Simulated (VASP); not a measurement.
KNd2Sb3, 6 atoms in the cell. Symmetry: P-6m2, No. 187, hexagonal system. The conventional cell has a = 4.859 Å, b = 4.859 Å, c = 11.074 Å, α = 90.00°, β = 90.00°, γ = 120.00°. K (site symmetry -6m2) has 6 Sb at 3.64 Å and 6 Nd at 4.63 Å and 6 K at 4.86 Å within 4.9 Å. Nd (site symmetry 3m) has 6 Sb at 3.12 to 3.37 Å and 1 Nd at 3.72 Å within 4.1 Å. Sb (site symmetry -6m2) has 2 Sb at 3.22 Å and 6 Nd at 3.37 Å within 4.2 Å. Sb (site symmetry 3m) has 3 Nd at 3.12 Å and 1 Sb at 3.22 Å and 3 K at 3.64 Å within 4.1 Å. 

| Quantity | Value |
| --- | --- |
| Program | VASP 6.6.1 |
| Task | single point |
| Functional | PBE |
| Potentials or basis | VASP PAW PBE potentials, release 64 (K_sv, Nd_3, Sb), 4f in core |
| Cutoff | 500 eV |
| k mesh | 6 × 6 × 4 |
| Occupations | gaussian, width 0.02 eV |
| Spin | no spin polarisation |
| Dipole correction | no |
| Further INCAR settings | ALGO = Normal; EDIFF = 1e-06; NBANDS = 32 |

Potentials or basis: VASP PAW PBE potentials, release 64 (K_sv, Nd_3, Sb), 4f in core.

The run is started by

```sh
$ cat potpaw_PBE.64/K_sv/POTCAR potpaw_PBE.64/Nd_3/POTCAR potpaw_PBE.64/Sb/POTCAR > POTCAR
$ mpirun -np 1 vasp_std > vasp.out
```

Hardware: 1 thread of Intel(R) Xeon(R) Platinum 8488C (Sapphire Rapids), on a shared host.

**Question.** How long does it take, and how much memory?

**Answer.** It took 100 s on 1 thread of Intel(R) Xeon(R) Platinum 8488C (Sapphire Rapids) (shared host), peak memory 0.4 GiB. Counts: scf iterations 14, k points 21.
